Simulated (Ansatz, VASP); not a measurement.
Two plane-wave programs on ScNb2O3

```xyz
12
Lattice="4.3965 -2.4364 0.0000 4.3965 2.4364 0.0000 -0.0818 0.0000 6.6310" Properties=species:S:1:pos:R:3 pbc="T T T"
Sc    4.3727    0.0231    1.0466
Sc    4.3317   -0.0231    4.3621
Nb    1.4595    0.0486    2.7602
Nb    1.4186   -0.0486    6.0757
Nb    7.1857   -0.0520    6.1024
Nb    7.2267    0.0520    2.7869
O     4.4124    1.9492    1.0415
O     4.3715   -1.9492    4.3570
O     6.1894   -0.9370    1.1438
O     2.5372    0.9423    4.4387
O     2.5782   -0.9423    1.1233
O     6.1485    0.9370    4.4593
```

Change from the starting cell: the structure that the rattled cell fell into.

Alike in both runs: task single point; functional PBE; k mesh 4 × 4 × 4; occupations gaussian, width 0.1 eV; no spin polarisation.

|  | VASP | Ansatz |
| --- | --- | --- |
| version | VASP 6.6.1 | Ansatz 0.2.0 |
| potentials or method | VASP PAW PBE potentials, release 64 (Sc_sv, Nb_sv, O), cutoff 520 eV | scalar-relativistic, plane waves, PAW |
| valence electrons in the cell | 110 | 110 |

```csv
,VASP,Ansatz,Ansatz less VASP
gap on the k mesh at the Fermi level (eV),none,none,-
pressure (GPa),3.0,2.8,-0.17
"traceless stress, the component that is largest in VASP (GPa)",6.90,6.59,-0.312
rms of the force components (eV/Å),0.527,0.501,-0.0267
```

Atom by atom the forces differ by 0.039 eV/Å (rms over components). A gap of «none» marks a metal or a gap that the smearing closes. The functional is the same, so the differences come from potentials, cutoffs and numerics.

The k mesh is coarse, so the values compare programs but aren't converged.
